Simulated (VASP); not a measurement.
# Si (Im-3m) in VASP: a series of runs, part 2 of 2

VASP 6.6.1. Earlier steps stand in the parts before.

## (3) Relaxation of cell and atoms, PBEsol

This run uses another cell than the first one, of 15.02 Å³/atom, 0.941 times its volume.

File INCAR:

```
ALGO     = Normal         # electronic algorithm
EDIFF    = 1E-7           # SCF threshold, eV
EDIFFG   = -0.01          # ionic threshold
ENCUT    = 600            # plane-wave cutoff, eV
GGA      = PS             # functional
IBRION   = 2              # ionic algorithm
ISIF     = 3              # what is computed and relaxed
ISMEAR   = -1             # smearing method
LASPH    = T              # aspherical terms in the spheres
LCHARG   = F              # write CHGCAR
LREAL    = F              # projectors in reciprocal space
LWAVE    = F              # write WAVECAR
NELM     = 60             # most SCF steps
NSW      = 80             # ionic steps
PREC     = Accurate       # precision mode
SIGMA    = 0.1            # smearing width, eV
```

File KPOINTS:

```
k-points
0
Gamma
  14 14 14
```

File POSCAR:

```
Si
1.0
   -1.5541499093      1.5541499093      1.5541499093
    1.5541499093     -1.5541499093      1.5541499093
    1.5541499093      1.5541499093     -1.5541499093
Si
1
Direct
    0.0000000000      0.0000000000      0.0000000000
```

Potentials or basis: VASP PAW PBE potentials, release 64 (Si).

Launch:

```
cat potpaw_PBE.64/Si/POTCAR > POTCAR
mpirun -np 1 vasp_std > vasp.out
```

OUTCAR:

```text
EDIFF = 1E-7
   EDIFFG = -0.01
   ENCUT = 600
   GGA = PS
   IBRION = 2
   ISIF = 3
   ISMEAR = -1
   LASPH = T
   LREAL = F
   NELM = 60
   NSW = 80
   PREC = Accurate

 ion  position               nearest neighbor table
   1  0.000  0.000  0.000-

  LATTYP: Found a body centered cubic cell.
 ALAT       =     3.1082998186

  Lattice vectors:

 A1 = (  -1.5541499093,   1.5541499093,   1.5541499093)
 A2 = (   1.5541499093,  -1.5541499093,   1.5541499093)
 A3 = (   1.5541499093,   1.5541499093,  -1.5541499093)

Analysis of symmetry for initial positions (statically):
=====================================================================
 Subroutine PRICEL returns:
 Original cell was already a primitive cell.

 Routine SETGRP: Setting up the symmetry group for a
 body centered cubic supercell.

 Subroutine GETGRP returns: Found 48 space group operations
 (whereof 48 operations were pure point group operations)
 out of a pool of 48 trial point group operations.

The static configuration has the point symmetry O_h .

Analysis of symmetry for dynamics (positions and initial velocities):
=====================================================================
 Subroutine PRICEL returns:
 Original cell was already a primitive cell.

 Routine SETGRP: Setting up the symmetry group for a
 body centered cubic supercell.

 Subroutine GETGRP returns: Found 48 space group operations
 (whereof 48 operations were pure point group operations)
 out of a pool of 48 trial point group operations.

The dynamic configuration has the point symmetry O_h .

 Subroutine INISYM returns: Found 48 space group operations
 (whereof 48 operations are pure point group operations),
 and found     1 'primitive' translations

----------------------------------------------------------------------------------------

                                     Primitive cell

  volume of cell :      15.0155

  direct lattice vectors                    reciprocal lattice vectors
    -1.554149909  1.554149909  1.554149909     0.000000000  0.321719287  0.321719287
     1.554149909 -1.554149909  1.554149909     0.321719287  0.000000000  0.321719287
     1.554149909  1.554149909 -1.554149909     0.321719287  0.321719287  0.000000000

  length of vectors
[... 86 lines left out ...]
   ISIF   =      3    stress and relaxation
   ISYM   =      2    0-nonsym 1-usesym 2-fastsym
   POTIM  = 0.5000    time-step for ionic-motion
   TEBEG  =    0.0;   TEEND  =   0.0 temperature during run
   PSTRESS=    0.0 pullay stress
   NELECT =       4.0000    total number of electrons
   NUPDOWN=      -1.0000    fix difference up-down
   EMIN   =  10.00;   EMAX   =-10.00  energy-range for DOS
   EFERMI =   0.00;   METHOD = LEGACY
   ISMEAR =    -1;   SIGMA  =   0.10  broadening in eV -4-tet -1-fermi 0-gaus
   EFERMI_NEDOS =   21; number of points for ismear=-14 and -15
   IALGO  =     38    algorithm
   IMIX   =      4    mixing-type and parameters
     AMIX     =   0.40;   BMIX     =  1.00
     AMIX_MAG =   1.60;   BMIX_MAG =  1.00
  volume/ion in A,a.u.               =      15.02       101.33
  Fermi-wavevector in a.u.,A,eV,Ry     =   1.053372  1.990585 15.096934  1.109593
  Thomas-Fermi vector in A             =   2.188491
   LORBIT       =      0    0 simple, 1 ext, 2 COOP (PROOUT), +10 PAW based schemes
   GGA     = PS    functional components
   LHFCALC =     F    Hartree Fock is set to
   AEXX    =    0.0000 exact exchange contribution
   IVDW    =     0    specifies the selected vdW correction
   LEPSILON=     F    determine dielectric tensor
   LRPA    =     F    only Hartree local field effects (RPA)
 conjugate gradient relaxation of ions
 non-spin polarized calculation
  energy-cutoff  :      600.00
  volume of cell :       15.02
 maximum number of plane-waves:       531
 NGX is ok and might be reduce to    24
   NGX = 11   NGY = 11   NGZ = 11

--------------------------------------- Ionic step        1  -------------------------------------------

 number of electron       4.0000000 magnetization

 Free energy of the ion-electron system (eV)
  ---------------------------------------------------
  ext. energy  EPLUGINS =         0.00000000
  ---------------------------------------------------
  free energy    TOTEN  =        -5.35496442 eV

  energy without entropy =       -5.34193985  energy(sigma->0) =       -5.34845213

 E-fermi :   9.5381     XC(G=0): -11.0993

 val. band max:        9.3293116080   @ k =   0.2857   0.2143   0.0000
 cond. band min:       9.5765576228   @ k =   0.2143   0.1429   0.0714
 fundamental gap:      0.2472460149
 Fermi energy:         9.5380740071

 k-point     1 :       0.0000    0.0000    0.0000
  band No.  band energies     occupation
      1      -4.4664      2.00000
      2      20.5616      0.00000
      3      20.5616      0.00000
      4      20.5616      0.00000
      5      21.9484      0.00000
      6      21.9484      0.00000
[... 276 lines left out ...]
--------------------------------------- Ionic step        3  -------------------------------------------

 number of electron       4.0000000 magnetization

 Free energy of the ion-electron system (eV)
  ---------------------------------------------------
  ext. energy  EPLUGINS =         0.00000000
  ---------------------------------------------------
  free energy    TOTEN  =        -5.36647780 eV

  energy without entropy =       -5.35458628  energy(sigma->0) =       -5.36053204

 E-fermi :  10.2215     XC(G=0): -11.3037

 val. band max:        9.9849506839   @ k =   0.2857   0.2143   0.0000
 cond. band min:      10.2538777303   @ k =   0.5000   0.5000   0.3571
 fundamental gap:      0.2689270464
 Fermi energy:        10.2215373311

 k-point     1 :       0.0000    0.0000    0.0000
  band No.  band energies     occupation
      1      -4.2648      2.00000
      2      21.8888      0.00000
      3      21.8888      0.00000
      4      21.8888      0.00000
      5      22.8438      0.00000
      6      22.8438      0.00000
[... 235 lines left out ...]
  FREE ENERGIE OF THE ION-ELECTRON SYSTEM (eV)
  ---------------------------------------------------
  free  energy   TOTEN  =        -5.3664777998 eV

  energy  without entropy=       -5.3545862814  energy(sigma->0) =       -5.36053204

 reached required accuracy - stopping structural energy minimisation
```

CONTCAR:

```text
Si
   1.00000000000000
    -1.5278566252548329    1.5278566252548329    1.5278566252548329
     1.5278566252548329   -1.5278566252548329    1.5278566252548329
     1.5278566252548329    1.5278566252548329   -1.5278566252548329
  Si
     1
Direct
     0.0000000000000000    0.0000000000000000    0.0000000000000000

  0.00000000E+00  0.00000000E+00  0.00000000E+00
```

It took 16 s on 1 thread of Intel Xeon 8259CL, shared host; peak memory 0.14 GiB.

Results:

```
Free energy                            : -5.3665 eV
Relaxed volume                         : 14.27 Å³/atom
Relaxed cell                           : a = 2.646 Å, b = 2.646 Å, c = 2.646 Å, α = 109.47°, β = 109.47°, γ = 109.47°
Space group after relaxing (to 0.05 Å) : Im-3m (No. 229)
Energy gained by relaxing              : 11.5 meV/atom
Ionic steps                            : 3
Pressure after relaxing                : 0.0 GPa
Band gap on the k mesh                 : zero (band 2 reaches 21.89 eV, above the bottom of band 3 at 6.07 eV)
```

Step by step:
```
step  energy change (eV)  largest force (eV/Å)  pressure (GPa)  volume (Å³)
   1              0.0000                0.0000           -4.70        15.02
   2             -0.0107                0.0000            1.42        14.08
   3             -0.0115                0.0000            0.01        14.27
```

Final structure:
```
Si
1.0
    -1.52786    1.52786    1.52786
     1.52786   -1.52786    1.52786
     1.52786    1.52786   -1.52786
Si
1
Direct
  0.00000 0.00000 0.00000
```

Caveat: the PAW data sets were made with another functional, which shifts forces and pressure a little.

## (4) Single point, PBEsol

This run uses another cell than the first one, of 14.25 Å³/atom, 0.893 times its volume.

File INCAR:

```
SYSTEM = Si
PREC = Accurate
ENCUT = 520
EDIFF = 1E-6
ISMEAR = -1
SIGMA = 0.1
LREAL = .FALSE.
LASPH = .TRUE.
NELM = 100
ALGO = Normal
ISIF = 2
LWAVE = .FALSE.
LCHARG = .FALSE.
GGA = PS
NBANDS = 8
```

File KPOINTS:

```
Automatic mesh
0
G
  24 24 24
  0 0 0
```

File POSCAR:

```
Si
1.0
   -1.5272058314      1.5272058314      1.5272058314
    1.5272058314     -1.5272058314      1.5272058314
    1.5272058314      1.5272058314     -1.5272058314
Si
1
Direct
    0.0000000000      0.0000000000      0.0000000000
```

Launch:

```
cat potpaw_PBE.64/Si/POTCAR > POTCAR
mpirun -np 1 vasp_std > vasp.out
```

Run time: 40 s. Hardware: 1 thread of Intel Xeon 8259CL, shared host; peak memory 0.15 GiB.

The run converged. Its results:

```
Free energy            : -5.3597 eV
Pressure               : 0.3 GPa
Band gap on the k mesh : zero (band 2 reaches 21.92 eV, above the bottom of band 3 at 5.99 eV)
```

Levels at points of the mesh, in eV from the Fermi level:
```
           k point  band 1  band 2  band 3  band 4  band 5
(0.00, 0.00, 0.00)  -14.44   11.74   11.74   11.74   12.68
(0.50, 0.00, 0.00)   -6.93   -6.65    5.65    7.64    8.28
(0.50, 0.50, 0.50)   -0.48   -0.48   -0.48    1.44    2.26
```

Caveat: the PAW data sets were made with another functional, which shifts forces and pressure a little.

## (5) Summary

| task | cell | k mesh | cutoff (eV) | gap on the mesh (eV) | pressure (GPa) |
| --- | --- | --- | --- | --- | --- |
| single point | a = 2.747 Å, angles 109.5°, 1 atom | 16 × 16 × 16 | 520 | none | -8.9 |
| relaxation of cell and atoms | relaxed from a = 2.692 Å, angles 109.5°, 1 atom | 14 × 14 × 14 | 600 | none | 0.0 |
| single point | a = 2.645 Å, angles 109.5°, 1 atom | 24 × 24 × 24 | 520 | none | 0.3 |

Alike in all rows: level PBEsol; potentials or basis VASP PAW PBE potentials, release 64 (Si); no spin polarisation; smearing fermi-dirac 0.1 eV.

Caveats: the PAW data sets were made with another functional, which shifts forces and pressure a little.

Absolute energies hang on the potentials; compare differences alone.
